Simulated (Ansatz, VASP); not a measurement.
Given: the input of a run of Ansatz 0.2.0 on Ge.

input.yaml

```yaml
crystal:
  lattice:
    - [-2.574489719, 2.574489719, 1.3974126432]
    - [2.574489719, -2.574489719, 1.3974126432]
    - [2.574489719, 2.574489719, -1.3974126432]
  atoms:
    - { symbol: Ge, position: [0.5, 0.5, 0.0] }
    - { symbol: Ge, position: [0.25, 0.75, 0.5] }
hamiltonian:
  xc: pbesol
  pseudopotentials: { kind: paw }
  dispersion: d3bj
kpoints:
  mp_grid: { grid: [11, 11, 11] }
scf:
  occupations: { method: fermi_dirac, width: 0.05 }
output:
  forces: true
  stress: true
relax:
  f_tol: 0.01
  max_steps: 40
  cell: { stress_tol: 0.05 }
```

Potentials or basis: Ansatz PAW.

Launch:

```bash
$ ansatz run input.yaml --threads 2 --pin off --max-ram 5632MiB --backend cpu --events-out ev --progress --plain --runs-dir out
```

Question: Translate it to VASP 6.6.1. Potentials there: VASP PAW PBE potentials, release 64 (Ge_d).

Answer: As run (the cutoff follows the program's own potentials):

Contents of INCAR:

```
PREC = Accurate ; ENCUT = 600
EDIFF = 1E-7 ; ISMEAR = -1
SIGMA = 0.05 ; LREAL = F
LASPH = T ; NELM = 80
ALGO = Normal ; ISIF = 3
LWAVE = F ; LCHARG = F
GGA = PS ; IVDW = 12
IBRION = 2 ; NSW = 60
EDIFFG = -0.01
```

File KPOINTS:

```
regular mesh
0
Gamma
  11 11 11
```

Contents of POSCAR:

```
Ge
1.0
   -2.5744897190      2.5744897190      1.3974126432
    2.5744897190     -2.5744897190      1.3974126432
    2.5744897190      2.5744897190     -1.3974126432
Ge
2
Direct
    0.5000000000      0.5000000000      0.0000000000
    0.2500000000      0.7500000000      0.5000000000
```

Potentials or basis: VASP PAW PBE potentials, release 64 (Ge_d).

Command:

```bash
$ cat potpaw_PBE.64/Ge_d/POTCAR > POTCAR
$ mpirun -np 1 vasp_std > vasp.out
```

Both were run:

|  | VASP | Ansatz | Ansatz less VASP |
| --- | --- | --- | --- |
| relaxed volume (Å³/atom) | 17.70 | 17.68 | -0.012 |
| relaxed length of the cell vector where the two differ most in proportion (Å) | 3.842 | 3.841 | -0.0004 |

VASP's potentials were made for PBE, not for PBEsol.

Noted on Ansatz's run: the plane-wave basis is chosen anew once the cell has moved, so the energies of steps on either side of that aren't comparable.
